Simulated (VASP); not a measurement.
# CuCl in VASP: notebook

CuCl is run at these levels: PBE; tasks: single point.

Everything below comes from runs of VASP 6.6.1. Logs are shortened: lines on timing, memory, paths and dates and some standing lists are left out, and cuts for length are marked.

**1. The cell of the first run**

The typed cell holds 2 atoms: a = 3.836 Å, b = 3.836 Å, c = 3.836 Å, α = 60.01°, β = 60.01°, γ = 60.01°.

**2. Single point, PBE**

Input file INCAR:

```
SYSTEM = CuCl
ALGO = Normal
EDIFF = 1E-6
ENCUT = 600
GGA = PE
GGA_COMPAT = .FALSE.
ISIF = 2
ISMEAR = 0
LASPH = .TRUE.
LCHARG = .FALSE.
LREAL = .FALSE.
LWAVE = .FALSE.
NBANDS = 16
NELM = 120
PREC = Accurate
SIGMA = 0.02
```

Input file KPOINTS:

```
k-points
0
G
  12 12 12
  0 0 0
```

Input file POSCAR:

```
CuCl
1.0
    1.9179250145      1.1073145235      3.1315826578
   -1.9179250145      1.1073145235      3.1315826578
    0.0000000000     -2.2146290468      3.1315826579
Cu Cl
1 1
Direct
    0.0085319845      0.0085319845      0.0085319845
    0.7584666855      0.7584666855      0.7584666855
```

Potentials or basis: VASP PAW PBE potentials, release 64 (Cu, Cl).

On the command line:

```
$ cat potpaw_PBE.64/Cu/POTCAR potpaw_PBE.64/Cl/POTCAR > POTCAR
$ mpirun -np 1 vasp_std > vasp.out
```

OUTCAR:

```text
SYSTEM = CuCl
   EDIFF = 1E-6
   ENCUT = 600
   GGA = PE
   ISIF = 2
   ISMEAR = 0
   LASPH = .TRUE.
   LREAL = .FALSE.
   NELM = 120
   PREC = Accurate

 ion  position               nearest neighbor table
   1  0.009  0.009  0.009-   2 2.35   2 2.35   2 2.35   2 2.35
   2  0.758  0.758  0.758-   1 2.35   1 2.35   1 2.35   1 2.35

  LATTYP: Found a trigonal (rhomboedric) cell.
 ALAT       =     3.8355432155
 COS(alpha) =     0.4999200046

  Lattice vectors:

 A1 = (   1.9179250145,   1.1073145235,   3.1315826578)
 A2 = (  -1.9179250145,   1.1073145235,   3.1315826578)
 A3 = (   0.0000000000,  -2.2146290468,   3.1315826579)

Analysis of symmetry for initial positions (statically):
=====================================================================
 Subroutine PRICEL returns:
 Original cell was already a primitive cell.

 Routine SETGRP: Setting up the symmetry group for a
 trigonal (rhombohedral) supercell.

 Subroutine GETGRP returns: Found  6 space group operations
 (whereof  6 operations were pure point group operations)
 out of a pool of 12 trial point group operations.

The static configuration has the point symmetry C_3v.

Analysis of symmetry for dynamics (positions and initial velocities):
=====================================================================
 Subroutine PRICEL returns:
 Original cell was already a primitive cell.

 Routine SETGRP: Setting up the symmetry group for a
 trigonal (rhombohedral) supercell.

 Subroutine GETGRP returns: Found  6 space group operations
 (whereof  6 operations were pure point group operations)
 out of a pool of 12 trial point group operations.

The dynamic configuration has the point symmetry C_3v.

 Subroutine INISYM returns: Found  6 space group operations
 (whereof  6 operations are pure point group operations),
 and found     1 'primitive' translations

----------------------------------------------------------------------------------------

                                     Primitive cell

  volume of cell :      39.9041

  direct lattice vectors                    reciprocal lattice vectors
     1.917925014  1.107314523  3.131582658     0.260698409  0.150514297  0.106442451
    -1.917925014  1.107314523  3.131582658    -0.260698409  0.150514297  0.106442451
     0.000000000 -2.214629047  3.131582658     0.000000000 -0.301028593  0.106442451

  length of vectors
     3.835543215  3.835543215  3.835543216     0.319293297  0.319293297  0.319293297

  position of ions in fractional coordinates (direct lattice)
     0.008531985  0.008531985  0.008531985
     0.758466685  0.758466685  0.758466685

  ion indices of the primitive-cell ions
   primitive index   ion index
                 1           1
                 2           2

----------------------------------------------------------------------------------------

 KPOINTS: k-points

Automatic generation of k-mesh.
 Grid dimensions read from file:
 generate k-points for:   12   12   12

 Generating k-lattice:

  Cartesian coordinates                     Fractional coordinates (reciprocal lattice)
     0.021724867  0.012542858  0.008870204     0.083333333  0.000000000 -0.000000000
    -0.021724867  0.012542858  0.008870204     0.000000000  0.083333333 -0.000000000
     0.000000000 -0.025085716  0.008870204     0.000000000  0.000000000  0.083333333

  Length of vectors
     0.026607775  0.026607775  0.026607775

  Shift w.r.t. Gamma in fractional coordinates (k-lattice)
     0.000000000  0.000000000  0.000000000

 Subroutine IBZKPT returns following result:
 ===========================================

 Found    189 irreducible k-points:

 Following reciprocal coordinates:
            Coordinates               Weight
  0.000000  0.000000  0.000000      1.000000
  0.083333 -0.000000 -0.000000      6.000000
  0.166667 -0.000000  0.000000      6.000000
  0.250000 -0.000000  0.000000      6.000000
  0.333333 -0.000000  0.000000      6.000000
  0.416667 -0.000000  0.000000      6.000000
[... 16 lines left out ...]
  0.500000  0.166667  0.000000     12.000000
 -0.416667  0.166667 -0.000000     12.000000
 [... further k-points ...]
   k-points           NKPTS =    189   k-points in BZ     NKDIM =    189   number of bands    NBANDS=     16
   number of dos      NEDOS =    301   number of ions     NIONS =      2
   total plane-waves  NPLWV =  32768
   dimension x,y,z NGX =    32 NGY =   32 NGZ =   32
   dimension x,y,z NGXF=    64 NGYF=   64 NGZF=   64
   ions per type =               1   1
   NGX,Y,Z   is equivalent  to a cutoff of  13.87, 13.87, 13.87 a.u.
   NGXF,Y,Z  is equivalent  to a cutoff of  27.74, 27.74, 27.74 a.u.
 SYSTEM =  CuCl
   PREC   = accura    normal or accurate (medium, high low for compatibility)
   ISTART =      0    job   : 0-new  1-cont  2-samecut
   ICHARG =      2    charge: 1-file 2-atom 10-const
   ISPIN  =      1    spin polarized calculation?
   LNONCOLLINEAR =      F non collinear calculations
   LSORBIT =      F    spin-orbit coupling
   LASPH  =      T    aspherical Exc in radial PAW
   ENCUT  =  600.0 eV  44.10 Ry    6.64 a.u.   7.66  7.66  7.66*2*pi/ulx,y,z
   NELM   =    120;   NELMIN=  2; NELMDL= -5     # of ELM steps
   EDIFF  = 0.1E-05   stopping-criterion for ELM
   LREAL  =      F    real-space projection
   EDIFFG = 0.1E-04   stopping-criterion for IOM
   NSW    =      0    number of steps for IOM
   IBRION =     -1    ionic relax: 0-MD 1-quasi-New 2-CG
   NFREE  =      0    steps in history (QN), initial steepest desc. (CG)
   ISIF   =      2    stress and relaxation
   ISYM   =      2    0-nonsym 1-usesym 2-fastsym
   POTIM  = 0.5000    time-step for ionic-motion
   TEBEG  =    0.0;   TEEND  =   0.0 temperature during run
   PSTRESS=    0.0 pullay stress
   NELECT =      18.0000    total number of electrons
   NUPDOWN=      -1.0000    fix difference up-down
   EMIN   =  10.00;   EMAX   =-10.00  energy-range for DOS
   EFERMI =   0.00;   METHOD = LEGACY
   ISMEAR =     0;   SIGMA  =   0.02  broadening in eV -4-tet -1-fermi 0-gaus
   EFERMI_NEDOS =   21; number of points for ismear=-14 and -15
   IALGO  =     38    algorithm
   IMIX   =      4    mixing-type and parameters
     AMIX     =   0.40;   BMIX     =  1.00
     AMIX_MAG =   1.60;   BMIX_MAG =  1.00
  volume/ion in A,a.u.               =      19.95       134.64
  Fermi-wavevector in a.u.,A,eV,Ry     =   1.255528  2.372604 21.447553  1.576351
  Thomas-Fermi vector in A             =   2.389280
   LORBIT       =      0    0 simple, 1 ext, 2 COOP (PROOUT), +10 PAW based schemes
   GGA     = PE    functional components
   LHFCALC =     F    Hartree Fock is set to
   AEXX    =    0.0000 exact exchange contribution
   IVDW    =     0    specifies the selected vdW correction
   LEPSILON=     F    determine dielectric tensor
   LRPA    =     F    only Hartree local field effects (RPA)
 non-spin polarized calculation
 Gauss-broadening in eV      SIGMA  =   0.02
  energy-cutoff  :      600.00
  volume of cell :       39.90
 maximum number of plane-waves:      1363
   NGX = 15   NGY = 15   NGZ = 15

 number of electron      17.9999996 magnetization

 Free energy of the ion-electron system (eV)
  ---------------------------------------------------
  ext. energy  EPLUGINS =         0.00000000
  ---------------------------------------------------
  free energy    TOTEN  =        -6.34311139 eV

  energy without entropy =       -6.34311139  energy(sigma->0) =       -6.34311139

 E-fermi :   3.9458     XC(G=0):  -9.3781

 val. band max:        3.8217470839   @ k =   0.0000   0.0000   0.0000
 cond. band min:       4.3534624367   @ k =   0.0000   0.0000   0.0000
 fundamental gap:      0.5317153528
 Fermi energy:         3.9457628811

 k-point     1 :       0.0000    0.0000    0.0000
  band No.  band energies     occupation
      1     -13.1782      2.00000
      2      -1.0852      2.00000
      3      -1.0852      2.00000
      4      -1.0834      2.00000
      5       2.3644      2.00000
      6       2.3644      2.00000
[... 8 lines left out ...]
     15      15.5393      0.00000
     16      16.4817      0.00000

 k-point     2 :       0.0833   -0.0000   -0.0000
  band No.  band energies     occupation
      1     -13.1509      2.00000
      2      -1.2260      2.00000
      3      -1.0834      2.00000
      4      -1.0818      2.00000
      5       2.3598      2.00000
      6       2.3598      2.00000
[... 8 lines left out ...]
     15      15.2375      0.00000
     16      16.8445      0.00000

 k-point     3 :       0.1667   -0.0000    0.0000
  band No.  band energies     occupation
      1     -13.0748      2.00000
      2      -1.5800      2.00000
      3      -1.0790      2.00000
      4      -1.0775      2.00000
      5       2.3525      2.00000
      6       2.3525      2.00000
[... 8 lines left out ...]
     15      14.8161      0.00000
     16      16.7032      0.00000

 k-point     4 :       0.2500   -0.0000    0.0000
  band No.  band energies     occupation
      1     -12.9675      2.00000
      2      -2.0114      2.00000
      3      -1.0744      2.00000
      4      -1.0732      2.00000
      5       2.3562      2.00000
      6       2.3564      2.00000
[... 8 lines left out ...]
     15      14.7768      0.00000
     16      16.1040      0.00000
[... 324 lines left out ...]
 k-point    22 :       0.4167    0.1667    0.0000
  band No.  band energies     occupation
      1     -12.7661      2.00000
      2      -2.4436      2.00000
      3      -1.2750      2.00000
      4      -1.1246      2.00000
      5       2.2821      2.00000
      6       2.4610      2.00000
[... 8 lines left out ...]
     15      16.6957      0.00000
     16      17.5442      0.00000

 k-point    23 :       0.5000    0.1667    0.0000
  band No.  band energies     occupation
      1     -12.7060      2.00000
      2      -2.5800      2.00000
      3      -1.3604      2.00000
      4      -1.1072      2.00000
      5       2.3077      2.00000
      6       2.4466      2.00000
[... 8 lines left out ...]
     15      16.9041      0.00000
     16      17.5733      0.00000

 k-point    24 :      -0.4167    0.1667   -0.0000
  band No.  band energies     occupation
      1     -12.6980      2.00000
      2      -2.5846      2.00000
      3      -1.4167      2.00000
      4      -1.0844      2.00000
      5       2.3198      2.00000
      6       2.3973      2.00000
[... 8 lines left out ...]
     15      15.9436      0.00000
     16      17.3996      0.00000

 [... further k-points ...]
[... 5 lines left out ...]
  --------------------------------------------------------------------------------------
  -------------------------------------------------------------------------------------
  Total        0.0250591      0.0250591      0.0242473      0.0000000     -0.0000000      0.0000000
  in kB        1.0061388      1.0061388      0.9735467      0.0000000     -0.0000000      0.0000000
  external PRESSURE =       0.9952748 kB  Pullay stress =       0.0000000 kB

 VOLUME and BASIS-vectors are now :
 -----------------------------------------------------------------------------
  energy-cutoff  :      600.00
  volume of cell :       39.90
      direct lattice vectors                 reciprocal lattice vectors
     1.917925014  1.107314523  3.131582658     0.260698409  0.150514297  0.106442451
    -1.917925014  1.107314523  3.131582658    -0.260698409  0.150514297  0.106442451
     0.000000000 -2.214629047  3.131582658     0.000000000 -0.301028593  0.106442451

 POSITION                                       TOTAL-FORCE (eV/Angst)
 -----------------------------------------------------------------------------------
      0.00000      0.00000      0.08016         0.000000     -0.000000     -0.000477
      0.00000      0.00000      7.12560         0.000000      0.000000      0.000477
 -----------------------------------------------------------------------------------
    total drift:                               -0.000000     -0.000000      0.000113

  FREE ENERGIE OF THE ION-ELECTRON SYSTEM (eV)
  ---------------------------------------------------
  free  energy   TOTEN  =        -6.3431113902 eV

  energy  without entropy=       -6.3431113902  energy(sigma->0) =       -6.34311139
```

It took 1.9 min on 1 thread of Intel Xeon Platinum 8375C at 2.90GHz (Ice Lake), shared host; peak memory 0.28 GiB.

What came out:

```yaml
Free_energy: -6.3431 eV
Pressure: 0.1 GPa
Band_gap_on_the_k_mesh: 0.53 eV, direct
```

A k mesh can miss the band edges. A hybrid or GW would open this gap; PBE tends to underestimate it.

**3. Single point, PBE (volume scaled by 0.91, then relaxed in part)**

Input file INCAR:

```
PREC = Accurate ; ENCUT = 600
EDIFF = 1E-6 ; ISMEAR = 0
SIGMA = 0.02 ; LREAL = False
LASPH = True ; NELM = 120
ALGO = Normal ; ISIF = 2
LWAVE = False ; LCHARG = False
GGA = PE ; NBANDS = 16
GGA_COMPAT = False
```

Input file KPOINTS:

```
Automatic mesh
0
Gamma
  12 12 12
```

Input file POSCAR:

```
CuCl
1.0
    1.8585692790      1.0730454735      3.0346667770
   -1.8585692790      1.0730454735      3.0346667770
    0.0000000000     -2.1460909470      3.0346667770
Cu Cl
1 1
Direct
    0.0085319845      0.0085319845      0.0085319845
    0.7584666855      0.7584666855      0.7584666855
```

Potentials or basis: VASP PAW PBE potentials, release 64 (Cu, Cl).

On the command line:

```
$ cat potpaw_PBE.64/Cu/POTCAR potpaw_PBE.64/Cl/POTCAR > POTCAR
$ mpirun -np 1 vasp_std > vasp.out
```

Run time: 1.8 min. Hardware: 1 thread of Intel Xeon Platinum 8375C at 2.90GHz (Ice Lake), shared host; peak memory 0.26 GiB.

Results (log left out):

```
Free energy            : -6.2795 eV
Pressure               : 6.0 GPa
Band gap on the k mesh : 0.72 eV, direct
```

Levels at points of the mesh, in eV from the valence-band top:
```tsv
k point	band 6	band 7	band 8	band 9	band 10	band 11	band 12	band 13
(0.00, 0.00, 0.00)	-1.79	0.00	0.00	0.00	0.72	6.73	6.73	6.74
(0.50, 0.00, 0.00)	-1.70	-1.64	-0.68	-0.68	3.06	7.18	7.19	7.20
(0.50, 0.50, 0.00)	-1.65	-1.57	-1.34	-1.34	3.37	4.62	9.26	11.60
(0.50, 0.50, 0.50)	-1.70	-1.64	-0.68	-0.68	3.05	7.18	7.19	7.19
```

 A k mesh can miss the band edges.
